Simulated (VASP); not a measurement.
Wanted: the native input for a VASP 6.6.1 run.

```yaml
Task: single point
Functional: PBE
Potentials_or_basis: VASP PAW PBE potentials, release 64 (Se, Ga_d, Cu)
Cutoff: 520 eV
k_mesh: 7 × 7 × 5
Occupations: fermi-dirac, width 0.05 eV
Spin: no spin polarisation
Dipole_correction: no
Further_INCAR_settings: ALGO = Normal; EDIFF = 1e-06; NBANDS = 26
```

The structure of GaCuSe2 lies in POSCAR:

```
GaCuSe2
1.0
    3.8484429508      0.0000000000      0.0000000000
    0.0000000000      3.8484429508      0.0000000000
    0.0000000000      0.0000000000      5.3691699851
Se Ga Cu
2 1 1
Direct
    0.5000000000      0.5000000000      0.0000000000
    0.0000000000      0.0000000000      0.5000000000
    0.5000000000      0.5000000000      0.5000000000
    0.0000000000      0.0000000000      0.0000000000
```

These files were run (other wordings do the same):

INCAR

```
ALGO     = Normal         # electronic algorithm
EDIFF    = 1E-6           # SCF threshold, eV
ENCUT    = 520            # plane-wave cutoff, eV
GGA      = PE             # functional
ISIF     = 2              # what is computed and relaxed
ISMEAR   = -1             # smearing method
LASPH    = T              # aspherical terms in the spheres
LCHARG   = F              # write CHGCAR
LREAL    = F              # projectors in reciprocal space
LWAVE    = F              # write WAVECAR
NBANDS   = 26             # bands
NELM     = 80             # most SCF steps
PREC     = Accurate       # precision mode
SIGMA    = 0.05           # smearing width, eV
```

KPOINTS

```
k-points
0
Gamma
  7 7 5
```

Potentials or basis: VASP PAW PBE potentials, release 64 (Se, Ga_d, Cu).

Launch:

```console
$ cat potpaw_PBE.64/Se/POTCAR potpaw_PBE.64/Ga_d/POTCAR potpaw_PBE.64/Cu/POTCAR > POTCAR
$ mpirun -np 1 vasp_std > vasp.out
```

Results of the run:

The pressure is -3.5 GPa and the band gap on the k mesh is zero (band 18 reaches 5.07 eV, above the bottom of band 19 at 3.06 eV).

Wall time 120 s on 1 thread of AMD EPYC 7R13 Processor (Zen 3) (shared host), peak memory 0.19 GiB.
